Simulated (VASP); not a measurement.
# Na4Pd (Pm-3m) in VASP: further runs, part 2 of 2

VASP 6.6.1. Earlier steps stand in the parts before.

**4. Relaxation of cell and atoms, PBE**

INCAR

```
SYSTEM = Na4Pd
PREC = Accurate
ENCUT = 600
EDIFF = 1E-7
ISMEAR = 0
SIGMA = 0.1
LREAL = .False.
LASPH = .True.
NELM = 60
ALGO = Fast
ISIF = 3
LWAVE = .False.
LCHARG = .False.
GGA = PE
IBRION = 2
NSW = 90
EDIFFG = -0.04
```

KPOINTS

```
regular mesh
0
Gamma
  4 4 4
  0 0 0
```

POSCAR

```
Na4Pd
1.0
    4.7581295500      0.0000000000      0.0000000000
    0.0000000000      4.7581295500      0.0000000000
    0.0000000000      0.0000000000      4.7581295500
Na Pd
4 1
Direct
    0.5000000000      0.0000000000      0.0000000000
    0.0000000000      0.5000000000      0.0000000000
    0.0000000000      0.0000000000      0.5000000000
    0.5000000000      0.5000000000      0.5000000000
    0.0000000000      0.0000000000      0.0000000000
```

Potentials or basis: VASP PAW PBE potentials, release 64 (Na_pv, Pd).

On the command line:

```sh
$ cat potpaw_PBE.64/Na_pv/POTCAR potpaw_PBE.64/Pd/POTCAR > POTCAR
$ mpirun -np 1 vasp_std > vasp.out
```

OUTCAR:

```text
SYSTEM = Na4Pd
   PREC = Accurate
   ENCUT = 600
   EDIFF = 1E-7
   ISMEAR = 0
   LREAL = .False.
   LASPH = .True.
   NELM = 60
   ISIF = 3
   GGA = PE
   IBRION = 2
   NSW = 90
   EDIFFG = -0.04

 ion  position               nearest neighbor table
   1  0.500  0.000  0.000-   5 2.38   5 2.38
   2  0.000  0.500  0.000-   5 2.38   5 2.38
   3  0.000  0.000  0.500-   5 2.38   5 2.38
   4  0.500  0.500  0.500-
   5  0.000  0.000  0.000-   1 2.38   2 2.38   3 2.38   3 2.38   2 2.38   1 2.38

  LATTYP: Found a simple cubic cell.
 ALAT       =     4.7581295500

  Lattice vectors:

 A1 = (   4.7581295500,   0.0000000000,   0.0000000000)
 A2 = (   0.0000000000,   4.7581295500,   0.0000000000)
 A3 = (   0.0000000000,   0.0000000000,   4.7581295500)
[... 175 lines left out ...]
  --------------------------------------------------------------------------------------
  -------------------------------------------------------------------------------------
  Total       10.3747435     10.3747435     10.3747435      0.0000000      0.0000000      0.0000000
  in kB      154.3047031    154.3047031    154.3047031      0.0000000      0.0000000      0.0000000
  external PRESSURE =     154.3047031 kB  Pullay stress =       0.0000000 kB
[... 143 lines left out ...]
--------------------------------------- Ionic step        5  -------------------------------------------

 number of electron      38.0000055 magnetization

 Free energy of the ion-electron system (eV)
  ---------------------------------------------------
  ext. energy  EPLUGINS =         0.00000000
  ---------------------------------------------------
  free energy    TOTEN  =       -10.09656166 eV

  energy without entropy =      -10.07893483  energy(sigma->0) =      -10.08774825

 E-fermi :   0.5960     XC(G=0):  -6.8335

 val. band max:        0.5810784721   @ k =   0.2500   0.2500   0.2500
 cond. band min:       0.7262086226   @ k =   0.5000   0.5000   0.0000
 fundamental gap:      0.1451301505
 Fermi energy:         0.5959932306

 k-point     1 :       0.0000    0.0000    0.0000
  band No.  band energies     occupation
      1     -24.6936      2.00000
      2     -24.6936      2.00000
      3     -24.6936      2.00000
      4     -23.6389      2.00000
      5     -23.6389      2.00000
      6     -23.6389      2.00000
[... 281 lines left out ...]
  FREE ENERGIE OF THE ION-ELECTRON SYSTEM (eV)
  ---------------------------------------------------
  free  energy   TOTEN  =       -10.0965616590 eV

  energy  without entropy=      -10.0789348339  energy(sigma->0) =      -10.08774825

 reached required accuracy - stopping structural energy minimisation
```

OSZICAR:

```text
N       E                     dE             d eps       ncg     rms          rms(c)
DAV:   1     0.381874484846E+03    0.38187E+03   -0.21887E+04   460   0.208E+03
DAV:   2     0.172776805913E+02   -0.36460E+03   -0.35996E+03   481   0.526E+02
DAV:   3    -0.854802580653E+01   -0.25826E+02   -0.25507E+02   545   0.150E+02
[... 88 lines left out ...]
RMM:  15    -0.100965621537E+02    0.91657E-06   -0.24382E-05   452   0.261E-02    0.972E-03
RMM:  16    -0.100965627801E+02   -0.62635E-06   -0.86061E-06   433   0.131E-02    0.687E-03
RMM:  17    -0.100965626756E+02    0.10450E-06   -0.21594E-06   418   0.981E-03    0.115E-02
RMM:  18    -0.100965616610E+02    0.10145E-05   -0.28715E-06   420   0.725E-03    0.327E-03
RMM:  19    -0.100965616590E+02    0.20887E-08   -0.28632E-07   367   0.273E-03
   5 F= -.10096562E+02 E0= -.10087748E+02  d E =-.207925E+01
```

CONTCAR:

```text
Na4Pd
   1.00000000000000
     5.5803159231035826    0.0000000000000000    0.0000000000000000
     0.0000000000000000    5.5803159231035826   -0.0000000000000000
     0.0000000000000000    0.0000000000000000    5.5803159231035817
  Na              Pd
     4     1
Direct
     0.5000000000000000    0.0000000000000000    0.0000000000000000
     0.0000000000000000    0.5000000000000000    0.0000000000000000
     0.0000000000000000    0.0000000000000000    0.5000000000000000
     0.5000000000000000    0.5000000000000000    0.5000000000000000
     0.0000000000000000    0.0000000000000000    0.0000000000000000

  0.00000000E+00  0.00000000E+00  0.00000000E+00
  0.00000000E+00  0.00000000E+00  0.00000000E+00
  0.00000000E+00  0.00000000E+00  0.00000000E+00
  0.00000000E+00  0.00000000E+00  0.00000000E+00
  0.00000000E+00  0.00000000E+00  0.00000000E+00
```

Wall time 2.5 min (1 thread of Intel Xeon Platinum 8488C (Sapphire Rapids), shared host); peak memory 0.25 GiB.

What came out:

```
Free energy                            : -10.0966 eV
Relaxed volume                         : 34.75 Å³/atom
Relaxed cell                           : a = 5.580 Å, b = 5.580 Å, c = 5.580 Å, α = 90.00°, β = 90.00°, γ = 90.00°
Space group after relaxing (to 0.05 Å) : Pm-3m (No. 221)
Energy gained by relaxing              : 415.8 meV/atom
Ionic steps                            : 5
Pressure after relaxing                : -0.1 GPa
Band gap on the k mesh                 : zero (band 19 reaches 1.85 eV, above the bottom of band 20 at 0.19 eV)
```

The path:
```
step  energy change (eV)  largest force (eV/Å)  pressure (GPa)  volume (Å³)
   1              0.0000                0.0000           15.43       107.72
   2             -1.8236                0.0000            3.35       143.42
   3             -2.0427                0.0000            1.09       159.93
   4             -1.9606                0.0000           -1.37       196.65
   5             -2.0792                0.0000           -0.15       173.77
```

Final structure:
```
CELL_PARAMETERS angstrom
5.58032 0.00000 0.00000
0.00000 5.58032 0.00000
0.00000 0.00000 5.58032
ATOMIC_POSITIONS crystal
Na 0.50000 0.00000 0.00000
Na 0.00000 0.50000 0.00000
Na 0.00000 0.00000 0.50000
Na 0.50000 0.50000 0.50000
Pd 0.00000 0.00000 0.00000
```

Caveat: the volume moved by over 15 % at a fixed basis, so the end points are rough.

**5. Single point, PBE**

This run uses another cell than the first one, of 34.47 Å³/atom, 1.600 times its volume.

INCAR

```
SYSTEM = Na4Pd
PREC = Accurate
ENCUT = 520
EDIFF = 1E-6
ISMEAR = 0
SIGMA = 0.1
LREAL = .False.
LASPH = .True.
NELM = 60
ALGO = Fast
ISIF = 2
LWAVE = .False.
LCHARG = .True.
GGA = PE
LELF = .True.
LVHAR = .True.
NBANDS = 27
```

KPOINTS

```
Automatic mesh
0
Gamma
  8 8 8
  0 0 0
```

POSCAR, as its differences from that of step 4:

```diff
@@ -2,5 +2,5 @@
 1.0
-    4.7581295500      0.0000000000      0.0000000000
-    0.0000000000      4.7581295500      0.0000000000
-    0.0000000000      0.0000000000      4.7581295500
+    5.5648200275      0.0000000000      0.0000000000
+    0.0000000000      5.5648200275      0.0000000000
+    0.0000000000      0.0000000000      5.5648200275
 Na Pd
```

Potentials or basis: VASP PAW PBE potentials, release 64 (Na_pv, Pd).

On the command line:

```sh
$ cat potpaw_PBE.64/Na_pv/POTCAR potpaw_PBE.64/Pd/POTCAR > POTCAR
$ mpirun -np 1 vasp_std > vasp.out
```

OUTCAR:

```text
SYSTEM = Na4Pd
   PREC = Accurate
   ENCUT = 520
   EDIFF = 1E-6
   ISMEAR = 0
   LREAL = .False.
   LASPH = .True.
   NELM = 60
   ISIF = 2
   GGA = PE

 ion  position               nearest neighbor table
   1  0.500  0.000  0.000-   5 2.78   5 2.78
   2  0.000  0.500  0.000-   5 2.78   5 2.78
   3  0.000  0.000  0.500-   5 2.78   5 2.78
   4  0.500  0.500  0.500-
   5  0.000  0.000  0.000-   1 2.78   2 2.78   3 2.78   3 2.78   2 2.78   1 2.78

  LATTYP: Found a simple cubic cell.
 ALAT       =     5.5648200275

  Lattice vectors:

 A1 = (   5.5648200275,   0.0000000000,   0.0000000000)
 A2 = (   0.0000000000,   5.5648200275,   0.0000000000)
 A3 = (   0.0000000000,   0.0000000000,   5.5648200275)

Analysis of symmetry for initial positions (statically):
=====================================================================
 Subroutine PRICEL returns:
 Original cell was already a primitive cell.

 Routine SETGRP: Setting up the symmetry group for a
 simple cubic supercell.

 Subroutine GETGRP returns: Found 48 space group operations
 (whereof 48 operations were pure point group operations)
 out of a pool of 48 trial point group operations.

The static configuration has the point symmetry O_h .

Analysis of symmetry for dynamics (positions and initial velocities):
=====================================================================
 Subroutine PRICEL returns:
 Original cell was already a primitive cell.

 Routine SETGRP: Setting up the symmetry group for a
 simple cubic supercell.

 Subroutine GETGRP returns: Found 48 space group operations
 (whereof 48 operations were pure point group operations)
 out of a pool of 48 trial point group operations.

The dynamic configuration has the point symmetry O_h .

 Subroutine INISYM returns: Found 48 space group operations
 (whereof 48 operations are pure point group operations),
 and found     1 'primitive' translations

[... 121 lines left out ...]
  volume/ion in A,a.u.               =      34.47       232.58
  Fermi-wavevector in a.u.,A,eV,Ry     =   0.989050  1.869033 13.309489  0.978220
  Thomas-Fermi vector in A             =   2.120621
   LORBIT       =      0    0 simple, 1 ext, 2 COOP (PROOUT), +10 PAW based schemes
   GGA     = PE    functional components
   LHFCALC =     F    Hartree Fock is set to
   AEXX    =    0.0000 exact exchange contribution
   IVDW    =     0    specifies the selected vdW correction
   LEPSILON=     F    determine dielectric tensor
   LRPA    =     F    only Hartree local field effects (RPA)
 non-spin polarized calculation
 RMM-DIIS sequential band-by-band and
 Gauss-broadening in eV      SIGMA  =   0.10
  energy-cutoff  :      520.00
  volume of cell :      172.33
 maximum number of plane-waves:      4697
 NGX is ok and might be reduce to    42
   NGX = 21   NGY = 21   NGZ = 21

 number of electron      37.9999968 magnetization

 Free energy of the ion-electron system (eV)
  ---------------------------------------------------
  ext. energy  EPLUGINS =         0.00000000
  ---------------------------------------------------
  free energy    TOTEN  =       -10.16835699 eV

  energy without entropy =      -10.15808715  energy(sigma->0) =      -10.16322207

 E-fermi :   0.6017     XC(G=0):  -6.8602

 val. band max:        0.5997275644   @ k =   0.5000   0.3750   0.3750
 cond. band min:       0.6109810197   @ k =   0.2500   0.2500   0.2500
 fundamental gap:      0.0112534553
 Fermi energy:         0.6016888625

 k-point     1 :       0.0000    0.0000    0.0000
  band No.  band energies     occupation
      1     -24.6322      2.00000
      2     -24.6322      2.00000
      3     -24.6322      2.00000
      4     -23.6161      2.00000
      5     -23.6161      2.00000
      6     -23.6161      2.00000
[... 709 lines left out ...]
     26       5.7568      0.00000
     27       5.9472      0.00000

 [... further k-points ...]

------------------------ aborting loop because EDIFF is reached ----------------------------------------

  FORCE on cell =-STRESS in cart. coord.  units (eV):
  Direction    XX          YY          ZZ          XY          YZ          ZX
  --------------------------------------------------------------------------------------
  -------------------------------------------------------------------------------------
  Total        0.0592025      0.0592025      0.0592025      0.0000000      0.0000000      0.0000000
  in kB        0.5504237      0.5504237      0.5504237      0.0000000      0.0000000      0.0000000
  external PRESSURE =       0.5504237 kB  Pullay stress =       0.0000000 kB

 VOLUME and BASIS-vectors are now :
 -----------------------------------------------------------------------------
  energy-cutoff  :      520.00
  volume of cell :      172.33
      direct lattice vectors                 reciprocal lattice vectors
     5.564820027  0.000000000  0.000000000     0.179700331  0.000000000  0.000000000
     0.000000000  5.564820027  0.000000000     0.000000000  0.179700331  0.000000000
     0.000000000  0.000000000  5.564820027     0.000000000  0.000000000  0.179700331

 POSITION                                       TOTAL-FORCE (eV/Angst)
 -----------------------------------------------------------------------------------
      2.78241      0.00000      0.00000         0.000000      0.000000      0.000000
      0.00000      2.78241      0.00000         0.000000      0.000000      0.000000
      0.00000      0.00000      2.78241         0.000000      0.000000      0.000000
      2.78241      2.78241      2.78241         0.000000      0.000000      0.000000
      0.00000      0.00000      0.00000         0.000000      0.000000      0.000000
 -----------------------------------------------------------------------------------
    total drift:                                0.000000      0.000000     -0.000000

  FREE ENERGIE OF THE ION-ELECTRON SYSTEM (eV)
  ---------------------------------------------------
  free  energy   TOTEN  =       -10.1683569897 eV

  energy  without entropy=      -10.1580871546  energy(sigma->0) =      -10.16322207
```

OSZICAR:

```text
N       E                     dE             d eps       ncg     rms          rms(c)
DAV:   1     0.328914364903E+03    0.32891E+03   -0.18957E+04  1890   0.138E+03
DAV:   2     0.118002551421E+02   -0.31711E+03   -0.30717E+03  1939   0.377E+02
DAV:   3    -0.107996897760E+02   -0.22600E+02   -0.22289E+02  2118   0.119E+02
DAV:   4    -0.112805536157E+02   -0.48086E+00   -0.47957E+00  2107   0.175E+01
DAV:   5    -0.112956380481E+02   -0.15084E-01   -0.15084E-01  2637   0.296E+00    0.331E+00
RMM:   6    -0.103507990177E+02    0.94484E+00   -0.26403E+00  1951   0.544E+00    0.310E+00
RMM:   7    -0.102292615116E+02    0.12154E+00   -0.36223E-01  2253   0.286E+00    0.134E+00
RMM:   8    -0.101663111033E+02    0.62950E-01   -0.16600E-01  2247   0.195E+00    0.328E-01
RMM:   9    -0.101680097027E+02   -0.16986E-02   -0.19431E-02  2462   0.722E-01    0.131E-01
RMM:  10    -0.101682602776E+02   -0.25057E-03   -0.35713E-03  2307   0.317E-01    0.318E-02
RMM:  11    -0.101683465938E+02   -0.86316E-04   -0.10391E-03  2737   0.159E-01    0.416E-02
RMM:  12    -0.101683671255E+02   -0.20532E-04   -0.15428E-04  2850   0.679E-02    0.588E-02
RMM:  13    -0.101683576126E+02    0.95129E-05   -0.31274E-05  2178   0.389E-02    0.300E-02
RMM:  14    -0.101683569897E+02    0.62290E-06   -0.99423E-06  2040   0.156E-02
   1 F= -.10168357E+02 E0= -.10163222E+02  d E =-.102698E-01
```

Run time: 1.8 min. Hardware: 1 thread of Intel Xeon Platinum 8488C (Sapphire Rapids), shared host; peak memory 0.34 GiB.

What came out:

```yaml
Free_energy: -10.1684 eV
Pressure: 0.1 GPa
Band_gap_on_the_k_mesh: zero (band 19 reaches 1.89 eV, above the bottom of band 20 at 0.21 eV)
```

Levels at points of the mesh, in eV from the Fermi level:
```
           k point  band 16  band 17  band 18  band 19  band 20  band 21  band 22  band 23
(0.00, 0.00, 0.00)    -1.56    -1.56    -1.56     1.29     1.58     1.58     1.58     2.84
(0.50, 0.00, 0.00)    -1.60    -1.55    -1.54    -1.52     2.46     2.46     2.52     3.29
(0.50, 0.50, 0.00)    -1.59    -1.55    -1.30    -0.39    -0.39     0.16     3.22     4.12
(0.50, 0.50, 0.50)    -1.54    -1.54    -0.80     0.74     0.74     0.74     1.01     1.30
```

**6. Summary**

| task | cell | k mesh | cutoff (eV) | gap on the mesh (eV) | pressure (GPa) |
| --- | --- | --- | --- | --- | --- |
| single point | a = 4.758 Å, 5 atoms | 4 × 4 × 4 | 520 | none | 15.4 |
| single point | a = 5.565 Å, 5 atoms | 4 × 4 × 4 | 520 | none | 0.1 |
| relaxation of cell and atoms | relaxed from a = 4.758 Å, 5 atoms | 4 × 4 × 4 | 600 | none | -0.1 |
| single point | a = 5.565 Å, 5 atoms | 8 × 8 × 8 | 520 | none | 0.1 |

Alike in all rows: level PBE; potentials or basis VASP PAW PBE potentials, release 64 (Na_pv, Pd); no spin polarisation; smearing gaussian 0.1 eV.

Caveats: the volume moved by over 15 % at a fixed basis, so the end points are rough (some runs).

Absolute energies hang on the potentials; compare differences alone.
